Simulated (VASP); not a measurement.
# TaN: single point with PBE

Crystal: TaN.

```xyz
2
Lattice="0.5311 2.4743 2.4743 2.4743 0.5311 2.4743 2.4743 2.4743 0.5311" Properties=species:S:1:pos:R:3 pbc="T T T"
Ta    2.7399    2.7399    2.7399
N     0.0000    0.0000    0.0000
```

This cell differs from its parent crystal: ratio of the length along [111] to the lengths across it x 1.41, volume and fractional coordinates fixed.

| Quantity | Value |
| --- | --- |
| Program | VASP 6.6.1 |
| Task | single point |
| Functional | PBE |
| Potentials or basis | VASP PAW PBE potentials, release 64 (Ta_pv, N) |
| Cutoff | 520 eV |
| k mesh | 20 × 20 × 20 |
| Occupations | gaussian, width 0.15 eV |
| Spin | no spin polarisation |

```json
{
  "Pressure": "19.4 GPa",
  "Band gap on the k mesh": "zero (band 8 reaches 9.16 eV, above the bottom of band 9 at 7.85 eV)"
}
```

Stress tensor (GPa, compression positive):
```
 19.41 -27.66 -27.66
-27.66  19.41 -27.66
-27.66 -27.66  19.41
```

Levels at points of the mesh, in eV from the Fermi level:
| k point | band 5 | band 6 | band 7 | band 8 | band 9 | band 10 | band 11 | band 12 |
| --- | --- | --- | --- | --- | --- | --- | --- | --- |
| (0.00, 0.00, 0.00) | -4.59 | -3.43 | -0.62 | -0.62 | -0.22 | -0.22 | 3.28 | 3.28 |
| (0.50, 0.00, 0.00) | -8.60 | -7.73 | -4.06 | -1.58 | 5.77 | 6.50 | 7.17 | 8.29 |
| (0.50, 0.50, 0.00) | -5.32 | -4.85 | -3.32 | -1.63 | 2.51 | 2.96 | 4.45 | 6.95 |
| (0.50, 0.50, 0.50) | -9.33 | -3.33 | -3.33 | -0.05 | 2.08 | 2.08 | 6.93 | 6.93 |

Run time: 4.5 min on 1 thread of AMD EPYC 9R45 (Zen 5), with other jobs on the host, peak memory 0.32 GiB.

Caveat: spin-orbit coupling is left out, which moves the levels of the heavy elements.
